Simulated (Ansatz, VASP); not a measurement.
## Cs: VASP beside Ansatz

```xyz
2
Lattice="-2.6039 2.6039 9.7843 2.6039 -2.6039 9.7843 2.6039 2.6039 -9.7843" Properties=species:S:1:pos:R:3 pbc="T T T"
Cs    2.6039    0.0000    4.8921
Cs    0.0000    0.0000    9.7843
```

Change from the starting cell: volume scaled by 1.06.

Alike in both runs: task single point; functional LDA; k mesh 9 × 9 × 9; occupations fermi-dirac, width 0.03 eV; no spin polarisation.

|  | VASP | Ansatz |
| --- | --- | --- |
| version | VASP 6.6.1 | Ansatz 0.2.0 |
| potentials or method | VASP PAW LDA potentials, release 64 (Cs_sv), cutoff 520 eV | all-electron LAPW, scalar-relativistic |

```tsv
	VASP	Ansatz	Ansatz less VASP
pressure (GPa)	-0.4	-0.4	+0.01
traceless stress, the component that is largest in VASP (GPa)	-0.08	-0.08	0.000
```

LDA's correlation is that of Perdew and Zunger in VASP and of Perdew and Wang (1992) in Ansatz. Ansatz ran all-electron here, and VASP with PAW potentials.

Spin-orbit coupling is off throughout.
